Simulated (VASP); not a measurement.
# Al3Au (I4/mmm) in VASP: a series of runs, part 2 of 3

VASP 6.6.1.

## Step 4: Relaxation of cell and atoms, PBEsol, target pressure 20 GPa, at which the enthalpy is minimised

Contents of INCAR:

```
PREC     = Accurate       # precision mode
ENCUT    = 600            # plane-wave cutoff, eV
EDIFF    = 1E-7           # SCF threshold, eV
ISMEAR   = -1             # smearing method
SIGMA    = 0.05           # smearing width, eV
LREAL    = False          # projectors in reciprocal space
LASPH    = True           # aspherical terms in the spheres
NELM     = 80             # most SCF steps
ALGO     = Normal         # electronic algorithm
ISIF     = 3              # what is computed and relaxed
LWAVE    = False          # write WAVECAR
LCHARG   = False          # write CHGCAR
GGA      = PS             # functional
IBRION   = 2              # ionic algorithm
NSW      = 60             # ionic steps
EDIFFG   = -0.01          # ionic threshold
PSTRESS  = 200.0
```

Contents of KPOINTS:

```
regular mesh
0
Gamma
  9 9 9
```

Contents of POSCAR:

```
Al3Au
1.0
   -2.0253330000      2.0253330000      4.0566000000
    2.0253330000     -2.0253330000      4.0566000000
    2.0253330000      2.0253330000     -4.0566000000
Au Al
1 3
Direct
    0.0000000000      0.0000000000      0.0000000000
    0.5000000000      0.5000000000      0.0000000000
    0.2500000000      0.7500000000      0.5000000000
    0.7500000000      0.2500000000      0.5000000000
```

Potentials or basis: VASP PAW PBE potentials, release 64 (Au, Al).

Launch:

```
> cat potpaw_PBE.64/Au/POTCAR potpaw_PBE.64/Al/POTCAR > POTCAR
> mpirun -np 1 vasp_std > vasp.out
```

OUTCAR:

```text
PREC = Accurate
   ENCUT = 600
   EDIFF = 1E-7
   ISMEAR = -1
   LREAL = False
   LASPH = True
   NELM = 80
   ISIF = 3
   GGA = PS
   IBRION = 2
   NSW = 60
   EDIFFG = -0.01
   PSTRESS = 200.0

 ion  position               nearest neighbor table
   1  0.000  0.000  0.000-   2 2.86   2 2.86   2 2.86   2 2.86   4 2.87   3 2.87   4 2.87   3 2.87
                             4 2.87   4 2.87   3 2.87   3 2.87
   2  0.500  0.500  0.000-   1 2.86   1 2.86   1 2.86   1 2.86   4 2.87   3 2.87   4 2.87   4 2.87
                             3 2.87   3 2.87   4 2.87   3 2.87
   3  0.250  0.750  0.500-   4 2.86   4 2.86   4 2.86   4 2.86   2 2.87   1 2.87   2 2.87   2 2.87
                             1 2.87   1 2.87   2 2.87   1 2.87
   4  0.750  0.250  0.500-   3 2.86   3 2.86   3 2.86   3 2.86   2 2.87   1 2.87   2 2.87   1 2.87
                             2 2.87   2 2.87   1 2.87   1 2.87

  LATTYP: Found a body centered tetragonal cell.
 ALAT       =     4.0506660000
 C/A-ratio  =     2.0029298886

  Lattice vectors:

 A1 = (  -2.0253330000,   2.0253330000,   4.0566000000)
 A2 = (   2.0253330000,  -2.0253330000,   4.0566000000)
 A3 = (   2.0253330000,   2.0253330000,  -4.0566000000)

Analysis of symmetry for initial positions (statically):
=====================================================================
 Subroutine PRICEL returns:
 Original cell was already a primitive cell.

 Routine SETGRP: Setting up the symmetry group for a
 body centered tetragonal supercell.

 Subroutine GETGRP returns: Found 16 space group operations
 (whereof 16 operations were pure point group operations)
 out of a pool of 16 trial point group operations.

The static configuration has the point symmetry D_4h.

Analysis of symmetry for dynamics (positions and initial velocities):
=====================================================================
 Subroutine PRICEL returns:
 Original cell was already a primitive cell.

 Routine SETGRP: Setting up the symmetry group for a
 body centered tetragonal supercell.

 Subroutine GETGRP returns: Found 16 space group operations
 (whereof 16 operations were pure point group operations)
 out of a pool of 16 trial point group operations.

The dynamic configuration has the point symmetry D_4h.

 Subroutine INISYM returns: Found 16 space group operations
 (whereof 16 operations are pure point group operations),
 and found     1 'primitive' translations

----------------------------------------------------------------------------------------

                                     Primitive cell

  volume of cell :      66.5603

  direct lattice vectors                    reciprocal lattice vectors
    -2.025333000  2.025333000  4.056600000     0.000000000  0.246872983  0.123255929
     2.025333000 -2.025333000  4.056600000     0.246872983  0.000000000  0.123255929
     2.025333000  2.025333000 -4.056600000     0.246872983  0.246872983  0.000000000

  length of vectors
     4.965878682  4.965878682  4.965878682     0.275931683  0.275931683  0.349131121

  position of ions in fractional coordinates (direct lattice)
     0.000000000  0.000000000  0.000000000
     0.500000000  0.500000000  0.000000000
     0.250000000  0.750000000  0.500000000
     0.750000000  0.250000000  0.500000000

  ion indices of the primitive-cell ions
   primitive index   ion index
                 1           1
                 2           2
                 3           3
                 4           4

----------------------------------------------------------------------------------------

 KPOINTS: regular mesh

Automatic generation of k-mesh.
 Grid dimensions read from file:
 generate k-points for:    9    9    9

 Generating k-lattice:

  Cartesian coordinates                     Fractional coordinates (reciprocal lattice)
     0.000000000  0.027430331  0.013695103     0.111111111 -0.000000000  0.000000000
     0.027430331  0.000000000  0.013695103    -0.000000000  0.111111111  0.000000000
     0.027430331  0.027430331  0.000000000     0.000000000  0.000000000  0.111111111

  Length of vectors
     0.030659076  0.030659076  0.038792347

  Shift w.r.t. Gamma in fractional coordinates (k-lattice)
     0.000000000  0.000000000  0.000000000

 Subroutine IBZKPT returns following result:
 ===========================================

 Found     75 irreducible k-points:

 Following reciprocal coordinates:
            Coordinates               Weight
  0.000000  0.000000  0.000000      1.000000
  0.111111 -0.000000  0.000000      8.000000
  0.222222 -0.000000  0.000000      8.000000
  0.333333 -0.000000  0.000000      8.000000
  0.444444 -0.000000  0.000000      8.000000
  0.111111  0.111111  0.000000      8.000000
[... 16 lines left out ...]
 -0.333333  0.333333  0.000000      4.000000
  0.444444  0.444444  0.000000      8.000000
 [... further k-points ...]
   k-points           NKPTS =     75   k-points in BZ     NKDIM =     75   number of bands    NBANDS=     14
   number of dos      NEDOS =    301   number of ions     NIONS =      4
   total plane-waves  NPLWV =  64000
   dimension x,y,z NGX =    40 NGY =   40 NGZ =   40
   dimension x,y,z NGXF=    80 NGYF=   80 NGZF=   80
   ions per type =               1   3
   NGX,Y,Z   is equivalent  to a cutoff of  13.39, 13.39, 13.39 a.u.
   NGXF,Y,Z  is equivalent  to a cutoff of  26.78, 26.78, 26.78 a.u.
 SYSTEM =  unknown system
   PREC   = accura    normal or accurate (medium, high low for compatibility)
   ISTART =      0    job   : 0-new  1-cont  2-samecut
   ICHARG =      2    charge: 1-file 2-atom 10-const
   ISPIN  =      1    spin polarized calculation?
   LNONCOLLINEAR =      F non collinear calculations
   LSORBIT =      F    spin-orbit coupling
   LASPH  =      T    aspherical Exc in radial PAW
   ENCUT  =  600.0 eV  44.10 Ry    6.64 a.u.   9.92  9.92  9.92*2*pi/ulx,y,z
   NELM   =     80;   NELMIN=  2; NELMDL= -5     # of ELM steps
   EDIFF  = 0.1E-06   stopping-criterion for ELM
   LREAL  =      F    real-space projection
   EDIFFG = -.1E-01   stopping-criterion for IOM
   NSW    =     60    number of steps for IOM
   IBRION =      2    ionic relax: 0-MD 1-quasi-New 2-CG
   NFREE  =      1    steps in history (QN), initial steepest desc. (CG)
   ISIF   =      3    stress and relaxation
   ISYM   =      2    0-nonsym 1-usesym 2-fastsym
   POTIM  = 0.5000    time-step for ionic-motion
   TEBEG  =    0.0;   TEEND  =   0.0 temperature during run
   PSTRESS=  200.0 pullay stress
   NELECT =      20.0000    total number of electrons
   NUPDOWN=      -1.0000    fix difference up-down
   EMIN   =  10.00;   EMAX   =-10.00  energy-range for DOS
   EFERMI =   0.00;   METHOD = LEGACY
   ISMEAR =    -1;   SIGMA  =   0.05  broadening in eV -4-tet -1-fermi 0-gaus
   EFERMI_NEDOS =   21; number of points for ismear=-14 and -15
   IALGO  =     38    algorithm
   IMIX   =      4    mixing-type and parameters
     AMIX     =   0.40;   BMIX     =  1.00
     AMIX_MAG =   1.60;   BMIX_MAG =  1.00
  volume/ion in A,a.u.               =      16.64       112.29
  Fermi-wavevector in a.u.,A,eV,Ry     =   1.096511  2.072106 16.358791  1.202337
  Thomas-Fermi vector in A             =   2.232855
   LORBIT       =      0    0 simple, 1 ext, 2 COOP (PROOUT), +10 PAW based schemes
   GGA     = PS    functional components
   LHFCALC =     F    Hartree Fock is set to
   AEXX    =    0.0000 exact exchange contribution
   IVDW    =     0    specifies the selected vdW correction
   LEPSILON=     F    determine dielectric tensor
   LRPA    =     F    only Hartree local field effects (RPA)
 conjugate gradient relaxation of ions
 non-spin polarized calculation
  energy-cutoff  :      600.00
  volume of cell :       66.56
 maximum number of plane-waves:      2244
   NGX = 19   NGY = 19   NGZ = 19

--------------------------------------- Ionic step        1  -------------------------------------------

 number of electron      19.9999999 magnetization

 Free energy of the ion-electron system (eV)
  ---------------------------------------------------
  ext. energy  EPLUGINS =         0.00000000
  ---------------------------------------------------
  free energy    TOTEN  =       -16.73946452 eV

  energy without entropy =      -16.72796605  energy(sigma->0) =      -16.73371528

 E-fermi :   8.7029     XC(G=0): -10.9281

 val. band max:        8.6924431323   @ k =  -0.4444   0.1111   0.0000
 cond. band min:       8.7236259895   @ k =  -0.1111  -0.1111   0.1111
 fundamental gap:      0.0311828572
 Fermi energy:         8.7029233090

 k-point     1 :       0.0000    0.0000    0.0000
  band No.  band energies     occupation
      1      -2.5269      2.00000
      2       2.6379      2.00000
      3       2.6999      2.00000
      4       2.9092      2.00000
      5       2.9092      2.00000
      6       3.4106      2.00000
      7       6.0909      2.00000
      8       8.7331      0.70669
      9       8.7331      0.70669
     10       9.0558      0.00172
     11       9.4333      0.00000
     12       9.5340      0.00000
     13       9.5340      0.00000
     14       9.5551      0.00000
[... 710 lines left out ...]
--------------------------------------- Ionic step        9  -------------------------------------------

 number of electron      20.0000001 magnetization

 Free energy of the ion-electron system (eV)
  ---------------------------------------------------
  ext. energy  EPLUGINS =         0.00000000
  ---------------------------------------------------
  free energy    TOTEN  =       -16.29451492 eV

  energy without entropy =      -16.28693982  energy(sigma->0) =      -16.29072737

 E-fermi :  10.9183     XC(G=0): -11.6578

 val. band max:       10.9127817975   @ k =  -0.1111   0.1111   0.0000
 cond. band min:      10.9723410049   @ k =   0.2222   0.2222   0.2222
 fundamental gap:      0.0595592074
 Fermi energy:        10.9182836775

 k-point     1 :       0.0000    0.0000    0.0000
  band No.  band energies     occupation
      1      -1.7479      2.00000
      2       3.7245      2.00000
      3       3.8831      2.00000
      4       4.1237      2.00000
      5       4.1237      2.00000
      6       4.7510      2.00000
      7       7.8185      2.00000
      8      10.6621      1.98816
      9      10.6621      1.98816
     10      11.3602      0.00029
     11      11.6251      0.00000
     12      11.9317      0.00000
     13      11.9317      0.00000
     14      12.3549      0.00000
[... 426 lines left out ...]
  energy  without entropy=      -16.2869398202  energy(sigma->0) =      -16.29072737

  enthalpy is  TOTEN    =        -9.2603540648 eV   P V=        7.0341608583

 reached required accuracy - stopping structural energy minimisation
```

Run time: 13 min. Hardware: 1 thread of Intel Xeon 8259CL, shared host; peak memory 0.31 GiB.

Results:

- Free energy: -16.2945 eV
- Relaxed volume: 14.09 Å³/atom
- Relaxed cell: a = 4.694 Å, b = 4.694 Å, c = 4.694 Å, α = 131.78°, β = 131.78°, γ = 70.58°
- Space group after relaxing (to 0.1 Å): I4/mmm (No. 139)
- Energy change on relaxing (the run minimises the enthalpy): +111.2 meV/atom
- Ionic steps: 9
- Pressure after relaxing: 20.0 GPa
- Band gap on the k mesh: zero (bands 10 and 11 overlap by 3.08 eV)

The path:
| step | energy change (eV) | largest force (eV/Å) | pressure (GPa) | volume (Å³) |
| --- | --- | --- | --- | --- |
| 1 | 0.0000 | 0.0000 | -2.66 | 66.56 |
| 2 | 3.1272 | 0.0000 | 74.24 | 46.36 |
| 3 | 0.3962 | 0.0000 | 18.68 | 56.75 |
| 4 | 0.4347 | 0.0000 | 19.71 | 56.43 |
| 5 | 0.4586 | 0.0000 | 20.35 | 56.24 |
| 6 | 0.4302 | 0.0000 | 19.59 | 56.47 |
| 7 | 0.4442 | 0.0000 | 19.97 | 56.36 |
| 8 | 0.4439 | 0.0000 | 19.96 | 56.36 |
| 9 | 0.4450 | 0.0000 | 19.99 | 56.35 |

Final structure:
```
CELL_PARAMETERS angstrom
-1.91753 1.91753 3.83131
1.91753 -1.91753 3.83131
1.91753 1.91753 -3.83131
ATOMIC_POSITIONS crystal
Au 0.00000 0.00000 0.00000
Al 0.50000 0.50000 0.00000
Al 0.25000 0.75000 0.50000
Al 0.75000 0.25000 0.50000
```

Levels at points of the mesh, in eV from the Fermi level:
```csv
k point,band 8,band 9,band 10,band 11,band 12,band 13
"(0.00, 0.00, 0.00)",-0.26,-0.26,0.44,0.71,1.01,1.01
```

Caveat: the cell is relaxed towards a set pressure, so the run minimises the enthalpy, not the energy; the volume moved by over 15 % at a fixed basis, so the end points are rough; the PAW data sets were made with another functional, which shifts forces and pressure a little; spin-orbit coupling is left out, which moves the levels of the heavy elements.

(Continued in part 3 of 3.)

The gap in the log of VASP goes by the Fermi energy; the results here count the filled bands.